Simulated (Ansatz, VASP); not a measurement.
## Cs: VASP beside Ansatz

Contents of INCAR:

```
PREC     = Accurate       # precision mode
ENCUT    = 520            # plane-wave cutoff, eV
EDIFF    = 1E-6           # SCF threshold, eV
ISMEAR   = 0              # smearing method
SIGMA    = 0.05           # smearing width, eV
LREAL    = False          # projectors in reciprocal space
LASPH    = True           # aspherical terms in the spheres
NELM     = 80             # most SCF steps
ALGO     = Normal         # electronic algorithm
ISIF     = 2              # what is computed and relaxed
LWAVE    = False          # write WAVECAR
LCHARG   = False          # write CHGCAR
GGA      = PE             # functional
NBANDS   = 10             # bands
```

The input KPOINTS:

```
Automatic mesh
0
Gamma
  10 10 10
```

Contents of POSCAR:

```
Cs
1.0
   -3.0850249920      3.0850249920      3.0850249920
    3.0850249920     -3.0850249920      3.0850249920
    3.0850249920      3.0850249920     -3.0850249920
Cs
1
Direct
    0.0000000000      0.0000000000      0.0000000000
```

Input for Ansatz:

```yaml
crystal:
  lattice:
    - [-3.085024992, 3.085024992, 3.085024992]
    - [3.085024992, -3.085024992, 3.085024992]
    - [3.085024992, 3.085024992, -3.085024992]
  atoms:
    - { symbol: Cs, position: [0.0, 0.0, 0.0] }
basis:
  ecutwfc: 420
  ecutrho_ratio: 4
kpoints:
  mp_grid: { grid: [10, 10, 10] }
hamiltonian:
  xc: pbe
scf:
  occupations: { method: gaussian, width: 0.05 }
output:
  forces: true
  stress: true
  eigenvalues: true
```

Alike in both runs: task single point; functional PBE; k mesh 10 × 10 × 10; occupations gaussian, width 0.05 eV; no spin polarisation.

|  | VASP | Ansatz |
| --- | --- | --- |
| version | VASP 6.6.1 | Ansatz 0.2.0 |
| potentials or method | VASP PAW PBE potentials, release 64 (Cs_sv), cutoff 520 eV | scalar-relativistic, plane waves, PAW |
| valence electrons in the cell | 9 | 9 |

```tsv
	VASP	Ansatz	Ansatz less VASP
gap on the k mesh at the Fermi level (eV)	none	none	-
pressure (GPa)	0.0	0.0	+0.01
```

A gap of «none» marks a metal or a gap that the smearing closes. With one functional, cell and mesh, what is left measures potentials, basis and numerics.

Spin-orbit coupling is off throughout.
